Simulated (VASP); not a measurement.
# AlN in VASP: further runs, part 2 of 2

VASP 6.6.1. Earlier steps stand in the parts before.

## (3) Single point, HSE06 (epitaxial xy strain -3.0%)

Contents of POSCAR:

```
AlN
1.0
    3.0134929461      0.0000000000      0.0000000000
   -1.5067464730      2.6097614454      0.0000000000
    0.0000000000      0.0000000000      5.0552598016
Al N
2 2
Direct
    0.3333333333      0.6666666667      0.0007001085
    0.6666666667      0.3333333333      0.5007001085
    0.3333333333      0.6666666667      0.3742998915
    0.6666666667      0.3333333333      0.8742998915
```

Contents of INCAR.step1:

```
ALGO = Normal
EDIFF = 1E-5
ENCUT = 520
GGA = PE
GGA_COMPAT = F
ISIF = 2
ISMEAR = 0
LASPH = T
LCHARG = F
LREAL = F
LWAVE = T
NBANDS = 16
NELM = 120
PREC = Accurate
SIGMA = 0.01
```

Contents of INCAR.step2:

```
ALGO = Normal
EDIFF = 1E-6
ENCUT = 520
GGA = PE
GGA_COMPAT = F
HFSCREEN = 0.2079
ISIF = 2
ISMEAR = 0
ISTART = 1
LASPH = T
LCHARG = F
LHFCALC = T
LREAL = F
LWAVE = F
NBANDS = 16
NELM = 120
PREC = Accurate
PRECFOCK = Normal
SIGMA = 0.01
```

Contents of KPOINTS:

```
k-points
0
Gamma
  6 6 4
```

Potentials or basis: VASP PAW PBE potentials, release 64 (Al, N).

The run is started by

```bash
$ cat potpaw_PBE.64/Al/POTCAR potpaw_PBE.64/N/POTCAR > POTCAR
$ cp INCAR.step1 INCAR
$ mpirun -np 1 vasp_std > vasp.out
$ cp INCAR.step2 INCAR
$ mpirun -np 1 vasp_std > vasp.out
```

OUTCAR:

```text
EDIFF = 1E-6
   ENCUT = 520
   GGA = PE
   HFSCREEN = 0.2079
   ISIF = 2
   ISMEAR = 0
   ISTART = 1
   LASPH = T
   LHFCALC = T
   LREAL = F
   NELM = 120
   PREC = Accurate
   PRECFOCK = Normal

 ion  position               nearest neighbor table
   1  0.333  0.667  0.001-   4 1.85   4 1.85   4 1.85   3 1.89   2 3.07   2 3.07   2 3.07   2 3.07
                             2 3.07   2 3.07
   2  0.667  0.333  0.501-   3 1.85   3 1.85   3 1.85   4 1.89   1 3.07   1 3.07   1 3.07   1 3.07
                             1 3.07   1 3.07
   3  0.333  0.667  0.374-   2 1.85   2 1.85   2 1.85   1 1.89
   4  0.667  0.333  0.874-   1 1.85   1 1.85   1 1.85   2 1.89

  LATTYP: Found a hexagonal cell.
 ALAT       =     3.0134929461
 C/A-ratio  =     1.6775416077

  Lattice vectors:

 A1 = (   3.0134929461,   0.0000000000,   0.0000000000)
 A2 = (  -1.5067464730,   2.6097614454,   0.0000000000)
 A3 = (   0.0000000000,   0.0000000000,   5.0552598016)

Analysis of symmetry for initial positions (statically):
=====================================================================
 Subroutine PRICEL returns:
 Original cell was already a primitive cell.

 Routine SETGRP: Setting up the symmetry group for a
 hexagonal supercell.

 Subroutine GETGRP returns: Found 12 space group operations
 (whereof  6 operations were pure point group operations)
 out of a pool of 24 trial point group operations.

The static configuration has the point symmetry C_3v.
 The point group associated with its full space group is C_6v.

Analysis of symmetry for dynamics (positions and initial velocities):
=====================================================================
 Subroutine PRICEL returns:
 Original cell was already a primitive cell.

 Routine SETGRP: Setting up the symmetry group for a
 hexagonal supercell.

 Subroutine GETGRP returns: Found 12 space group operations
 (whereof  6 operations were pure point group operations)
 out of a pool of 24 trial point group operations.

The dynamic configuration has the point symmetry C_3v.
 The point group associated with its full space group is C_6v.

 Subroutine INISYM returns: Found 12 space group operations
 (whereof  6 operations are pure point group operations),
 and found     1 'primitive' translations

----------------------------------------------------------------------------------------

                                     Primitive cell

  volume of cell :      39.7571

  direct lattice vectors                    reciprocal lattice vectors
     3.013492946  0.000000000  0.000000000     0.331840830  0.191588392  0.000000000
    -1.506746473  2.609761445  0.000000000     0.000000000  0.383176785  0.000000000
     0.000000000  0.000000000  5.055259802     0.000000000  0.000000000  0.197813770

  length of vectors
     3.013492946  3.013492946  5.055259802     0.383176785  0.383176785  0.197813770

  position of ions in fractional coordinates (direct lattice)
     0.333333333  0.666666667  0.000700108
[... 43 lines left out ...]
  0.166667  0.166667  0.000000      6.000000
  0.333333  0.166667  0.000000     12.000000
[... 13 lines left out ...]
  0.333333  0.166667  0.500000     12.000000
  0.333333  0.333333  0.500000      2.000000
   k-points           NKPTS =     21   k-points in BZ     NKDIM =    144   number of bands    NBANDS=     16
   number of dos      NEDOS =    301   number of ions     NIONS =      4
   total plane-waves  NPLWV =  23040
   dimension x,y,z NGX =    24 NGY =   24 NGZ =   40
   dimension x,y,z NGXF=    48 NGYF=   48 NGZF=   80
   ions per type =               2   2
   NGX,Y,Z   is equivalent  to a cutoff of  13.24, 13.24, 13.15 a.u.
   NGXF,Y,Z  is equivalent  to a cutoff of  26.48, 26.48, 26.31 a.u.
 SYSTEM =  unknown system
   PREC   = accura    normal or accurate (medium, high low for compatibility)
   ISTART =      1    job   : 0-new  1-cont  2-samecut
   ICHARG =      0    charge: 1-file 2-atom 10-const
   ISPIN  =      1    spin polarized calculation?
   LNONCOLLINEAR =      F non collinear calculations
   LSORBIT =      F    spin-orbit coupling
   LASPH  =      T    aspherical Exc in radial PAW
   ENCUT  =  520.0 eV  38.22 Ry    6.18 a.u.   5.60  5.60  9.40*2*pi/ulx,y,z
   NELM   =    120;   NELMIN=  2; NELMDL=  0     # of ELM steps
   EDIFF  = 0.1E-05   stopping-criterion for ELM
   LREAL  =      F    real-space projection
   EDIFFG = 0.1E-04   stopping-criterion for IOM
   NSW    =      0    number of steps for IOM
   IBRION =     -1    ionic relax: 0-MD 1-quasi-New 2-CG
   NFREE  =      0    steps in history (QN), initial steepest desc. (CG)
   ISIF   =      2    stress and relaxation
   ISYM   =      3    0-nonsym 1-usesym 2-fastsym
   POTIM  = 0.5000    time-step for ionic-motion
   TEBEG  =    0.0;   TEEND  =   0.0 temperature during run
   PSTRESS=    0.0 pullay stress
   NELECT =      16.0000    total number of electrons
   NUPDOWN=      -1.0000    fix difference up-down
   EMIN   =  10.00;   EMAX   =-10.00  energy-range for DOS
   EFERMI =   0.00;   METHOD = LEGACY
   ISMEAR =     0;   SIGMA  =   0.01  broadening in eV -4-tet -1-fermi 0-gaus
   EFERMI_NEDOS =   21; number of points for ismear=-14 and -15
   IALGO  =     38    algorithm
   IMIX   =      1    mixing-type and parameters
     AMIX     =   0.40;   BMIX     =  1.00
     AMIX_MAG =   1.60;   BMIX_MAG =  1.00
  volume/ion in A,a.u.               =       9.94        67.07
  Fermi-wavevector in a.u.,A,eV,Ry     =   1.208676  2.284067 19.876729  1.460898
  Thomas-Fermi vector in A             =   2.344277
   LORBIT       =      0    0 simple, 1 ext, 2 COOP (PROOUT), +10 PAW based schemes
   GGA     = PE    functional components
   LHFCALC =     T    Hartree Fock is set to
   PRECFOCK=normal    Normal, Fast or Accurate (Low or Medium for compatibility)
   ENCUT4O =  -1.0   cutoff for four orbital integrals eV
   NKREDX  =     1    reduce k-point grid by
   NKREDY  =     1    reduce k-point grid by
   NKREDZ  =     1    reduce k-point grid by
   AEXX    =    0.2500 exact exchange contribution
   HFSCREEN=    0.2079 screening length (either q_TF or 0.3 A-1)
   HFSCREENC=   0.2079 screening length for correlation (either q_TF or 0.3 A-1)
   ENCUTFOCK=  -1.0 apply spherical cutoff to Coloumb kernel
   IVDW    =     0    specifies the selected vdW correction
   LEPSILON=     F    determine dielectric tensor
   LRPA    =     F    only Hartree local field effects (RPA)
 non-spin polarized calculation
 Gauss-broadening in eV      SIGMA  =   0.01
  energy-cutoff  :      520.00
  volume of cell :       39.76
 maximum number of plane-waves:      1099
 NGX is ok and might be reduce to    24
  NGX = 18; NGY = 18; NGZ = 30

 number of electron      16.0000004 magnetization

 Free energy of the ion-electron system (eV)
  ---------------------------------------------------
  ext. energy  EPLUGINS =         0.00000000
  ---------------------------------------------------
  free energy    TOTEN  =       -34.77884594 eV

  energy without entropy =      -34.77884594  energy(sigma->0) =      -34.77884594

 E-fermi :   5.7299     XC(G=0):  -9.1667

 val. band max:        5.6023046653   @ k =   0.0000   0.0000   0.0000
 cond. band min:      11.6417004106   @ k =   0.0000   0.0000   0.0000
 fundamental gap:      6.0393957453
 Fermi energy:         5.7299167871

 k-point     1 :       0.0000    0.0000    0.0000
  band No.  band energies     occupation
      1     -11.2982      2.00000
      2      -9.0559      2.00000
      3      -1.2109      2.00000
      4       5.0035      2.00000
      5       5.0035      2.00000
      6       5.4019      2.00000
[... 376 lines left out ...]
      3       0.4485      2.00000
      4       0.4485      2.00000
      5       1.3457      2.00000
      6       1.3457      2.00000
[... 8 lines left out ...]
     15      21.6689      0.00000
     16      21.6689      0.00000

------------------------ aborting loop because EDIFF is reached ----------------------------------------

  FORCE on cell =-STRESS in cart. coord.  units (eV):
  Direction    XX          YY          ZZ          XY          YZ          ZX
  --------------------------------------------------------------------------------------
  -------------------------------------------------------------------------------------
  Total        3.9129971      3.9129971     -0.2115397      0.0000000      0.0000000      0.0000000
  in kB      157.6905410    157.6905410     -8.5248727      0.0000000      0.0000000      0.0000000
  external PRESSURE =     102.2854031 kB  Pullay stress =       0.0000000 kB

 VOLUME and BASIS-vectors are now :
 -----------------------------------------------------------------------------
  energy-cutoff  :      520.00
  volume of cell :       39.76
      direct lattice vectors                 reciprocal lattice vectors
     3.013492946  0.000000000  0.000000000     0.331840830  0.191588392  0.000000000
    -1.506746473  2.609761445  0.000000000     0.000000000  0.383176785  0.000000000
     0.000000000  0.000000000  5.055259802     0.000000000  0.000000000  0.197813770

 POSITION                                       TOTAL-FORCE (eV/Angst)
 -----------------------------------------------------------------------------------
     -0.00000      1.73984      0.00354        -0.000000      0.000000     -0.001301
      1.50675      0.86992      2.53117         0.000000     -0.000000     -0.001301
     -0.00000      1.73984      1.89218        -0.000000      0.000000      0.001301
      1.50675      0.86992      4.41981         0.000000     -0.000000      0.001301
 -----------------------------------------------------------------------------------
    total drift:                                0.000000     -0.000000      0.000303

  FREE ENERGIE OF THE ION-ELECTRON SYSTEM (eV)
  ---------------------------------------------------
  free  energy   TOTEN  =       -34.7788459353 eV

  energy  without entropy=      -34.7788459353  energy(sigma->0) =      -34.77884594
```

It took 13 min on 1 thread of Intel Xeon 6975P-C (Granite Rapids), shared host; peak memory 0.26 GiB.

Results:

* Free energy: -34.7788 eV
* Pressure: 10.2 GPa
* Band gap on the k mesh: 6.04 eV

Caveat: the cell differs from its parent crystal (epitaxial xy strain -3.0%); the stress differs along the axes, from -1 to 16 GPa; the PAW data sets were made with another functional, which shifts forces and pressure a little.
